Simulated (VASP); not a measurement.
# NaI: single point with HSE06

Crystal: NaI.

```
Na I
1.0
     3.92255    0.00000    0.00000
     0.00000    3.92255    0.00000
     0.00000    0.00000    4.04054
Na I
1 1
Cartesian
  0.0000 0.0000 0.0000
  1.9613 1.9613 2.0203
```

This cell differs from its parent crystal: biaxial xy strain -2.9%.

```
Program                            : VASP 6.6.1
Task                               : single point
Functional                         : HSE06
Potentials or basis                : VASP PAW PBE potentials, release 64 (Na_pv, I)
Cutoff                             : 520 eV
k mesh                             : 4 × 4 × 4
Occupations                        : gaussian, width 0.01 eV
Spin                               : no spin polarisation
Dipole correction                  : no
Grid for exact exchange (PRECFOCK) : Normal
Further INCAR settings             : ALGO = Normal; EDIFF = 1e-07; NBANDS = 14
Share of exact exchange            : 0.25
Screening parameter                : 0.2079 1/Å
```

The pressure is 1.4 GPa and the band gap on the k mesh is 3.23 eV (least direct gap 3.43 eV).

Stress tensor (GPa, compression positive):
```
2.00 0.00 0.00
0.00 2.00 0.00
0.00 0.00 0.27
```

Levels at points of the mesh, in eV from the valence-band top:
```
           k point  band 5  band 6  band 7  band 8  band 9  band 10
(0.00, 0.00, 0.00)   -1.07   -0.76   -0.76    3.23    6.21     6.41
(0.50, 0.00, 0.00)   -3.93   -0.64   -0.35    5.54    7.62     7.91
(0.50, 0.50, 0.00)   -3.14   -3.14   -0.21    3.56    7.86     9.37
(0.00, 0.00, 0.50)   -3.91   -0.42   -0.42    5.67    7.63     7.91
(0.50, 0.00, 0.50)   -3.23   -3.10    0.00    3.43    8.09     9.53
(0.50, 0.50, 0.50)   -2.63   -2.63   -2.49    4.88    4.88     4.88
```

It took 9.7 min on 1 thread of Intel(R) Xeon(R) Platinum 8259CL CPU @ 2.50GHz (Skylake/Cascade Lake), on a shared host, peak memory 0.29 GiB.

Caveat: the cell differs from its parent crystal (biaxial xy strain -2.9%); the PAW data sets were made with another functional, which shifts forces and pressure a little; spin-orbit coupling is left out, which moves the levels of the heavy elements. A k mesh can miss the band edges.
